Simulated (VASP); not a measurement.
Here is a VASP 6.6.1 calculation.

INCAR

```
PREC = Accurate ; ENCUT = 500
EDIFF = 1E-6 ; ISMEAR = -1
SIGMA = 0.1 ; LREAL = False
LASPH = True ; NELM = 120
ALGO = Normal ; ISIF = 2
LWAVE = False ; LCHARG = False
GGA = PE ; NBANDS = 21
GGA_COMPAT = False
```

The input KPOINTS:

```
Automatic mesh
0
Gamma
  18 18 18
```

File POSCAR:

```
Ru
1.0
   -2.2906841397      2.2906841397      1.2840535572
    2.2906841397     -2.2906841397      1.2840535572
    2.2906841397      2.2906841397     -1.2840535572
Ru
2
Direct
   -0.3750000000     -0.1250000000     -0.2500000000
    0.3750000000      0.1250000000      0.2500000000
```

Potentials or basis: VASP PAW PBE potentials, release 64 (Ru_pv).

Run with:

```sh
$ cat potpaw_PBE.64/Ru_pv/POTCAR > POTCAR
$ mpirun -np 1 vasp_std > vasp.out
```

Problem. What does it give for the pressure?

Solution. 44.5 GPa.

Problem. Predict the band gap on the k mesh.

Solution. Zero (bands 14 and 15 overlap by 1.88 eV).

Stress tensor (GPa, compression positive):
```
44.65  0.00  0.00
 0.00 44.65  0.00
 0.00  0.00 44.09
```

Caveat: the cell stands under pressure.
